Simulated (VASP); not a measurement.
**CsI: single point with SCAN**

Crystal: CsI.

```
Cs I
1.0
     4.56670    0.00000    0.00000
     0.00000    4.56670    0.00000
     0.00000    0.00000    4.56670
Cs I
1 1
Cartesian
  0.0000 0.0000 0.0000
  2.2833 2.2833 2.2833
```

```
Program             : VASP 6.6.1
Task                : single point
Functional          : SCAN
Potentials or basis : VASP PAW PBE potentials, release 64 (Cs_sv, I)
Cutoff              : 290 eV
k mesh              : 5 × 5 × 5
Occupations         : gaussian, width 0.03 eV
Spin                : no spin polarisation
```

| Item | Value |
| --- | --- |
| Pressure | 0.2 GPa |
| Band gap on the k mesh | 4.59 eV (least direct gap 4.64 eV) |

Levels at points of the mesh, in eV from the valence-band top:
| k point | band 6 | band 7 | band 8 | band 9 | band 10 | band 11 |
| --- | --- | --- | --- | --- | --- | --- |
| (0.00, 0.00, 0.00) | -0.04 | -0.04 | -0.04 | 4.59 | 4.65 | 4.65 |

It took 33 s on 1 thread of Intel(R) Xeon(R) 6975P-C (Granite Rapids), with other jobs on the host, peak memory 0.16 GiB.

Caveat: the PAW data sets were made with another functional, which shifts forces and pressure a little; spin-orbit coupling is left out, which moves the levels of the heavy elements; an odd mesh through Γ misses points on the zone boundary, where band edges can lie.
